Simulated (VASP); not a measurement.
Wanted: the native input for a VASP 6.6.1 run.

```
Task                   : single point
Functional             : LDA
Potentials or basis    : VASP PAW LDA potentials, release 64 (Mg, H)
Cutoff                 : 520 eV
k mesh                 : 3 × 2 × 3
Occupations            : fermi-dirac, width 0.05 eV
Spin                   : no spin polarisation
Dipole correction      : no
Further INCAR settings : ALGO = Normal; EDIFF = 1e-06; NBANDS = 24
```

The structure of Mg12H (a cell with a defect) lies in POSCAR:

```
Mg12H
1.0
    6.4200000000      0.0000000000      0.0000000000
   -4.8150000000      8.3398250000      0.0000000000
    0.0000000000      0.0000000000      5.2130400000
Mg H
12 1
Direct
    0.0152570836     -0.0041847401     -0.0453861854
    0.0678818567      0.2357843240      0.4219035342
   -0.0723544438      0.3465180624     -0.0754262388
    0.1242159351      0.5173969478      0.5058660590
    0.0177150689      0.6887914315     -0.0861109832
    0.1856761828      0.8784716706      0.3521361816
    0.5124244973     -0.0108275653     -0.1443687369
    0.5863363379      0.2133498005      0.4950470359
    0.4310875069      0.3360502169      0.0323995212
    0.6456238648      0.5607072091      0.5470512407
    0.4972787097      0.6711171997     -0.0202185289
    0.7211556163      0.8971171457      0.4440786950
    0.0178154752      0.6656854310      0.4469369121
```

One way to write it, as run:

INCAR

```
  PREC = Accurate
  ENCUT = 520
  EDIFF = 1E-6
  ISMEAR = -1
  SIGMA = 0.05
  LREAL = F
  LASPH = T
  NELM = 100
  ALGO = Normal
  ISIF = 2
  LWAVE = F
  LCHARG = F
  GGA = CA
  NBANDS = 24
```

KPOINTS

```
regular mesh
0
Gamma
  3 2 3
```

Potentials or basis: VASP PAW LDA potentials, release 64 (Mg, H).

Launch:

```sh
$ cat potpaw_LDA.64/Mg/POTCAR potpaw_LDA.64/H/POTCAR > POTCAR
$ mpirun -np 1 vasp_std > vasp.out
```

It gave:

| Item | Value |
| --- | --- |
| Pressure | 0.2 GPa |
| Largest force | 1.637 eV/Å |

Caveat: the k points lie up to 0.40 Å⁻¹ apart.

Wall time 51 s on 1 thread of Intel(R) Xeon(R) Platinum 8488C (Sapphire Rapids) (shared host), peak memory 0.29 GiB.
